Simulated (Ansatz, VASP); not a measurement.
**One calculation of Pd, two programs**

```
Pd
1.0
     2.76491    0.00000    0.00000
     1.38245    2.39448    0.00000
     0.00000    0.00000   29.54524
Pd
7
Direct
  0.00000 0.00000 0.27077
  0.33333 0.33333 0.34718
  0.66667 0.66667 0.42359
  0.00000 0.00000 0.50000
  0.33333 0.33333 0.57641
  0.66667 0.66667 0.65282
  0.00000 0.00000 0.72923
```

Alike in both runs: task single point; functional r2SCAN; k mesh 14 × 14 × 1; no spin polarisation.

|  | VASP | Ansatz |
| --- | --- | --- |
| version | VASP 6.6.1 | Ansatz 0.2.0 |
| potentials or method | VASP PAW PBE potentials, release 64 (Pd) | plane-wave PAW, scalar-relativistic |
| plane-wave cutoff (eV) | 520 | 500 |
| occupations | methfessel-paxton of order 1, width 0.1 eV | cold, width 0.1 eV |
| valence electrons in the cell | 70 | 126 |

Ansatz gave:

| Property | Result |
| --- | --- |
| rms of the force components (eV/Å) | 0.044 |

Task: Estimate VASP's values.

Result: rms of the force components (eV/Å): 0.045.

VASP's potentials were made for PBE, not for r2SCAN. Atom by atom the forces differ by 0.003 eV/Å (rms over components). VASP's potentials hold 70 valence electrons a cell and Ansatz's 126, so a difference there can come from the potentials and not from the codes.
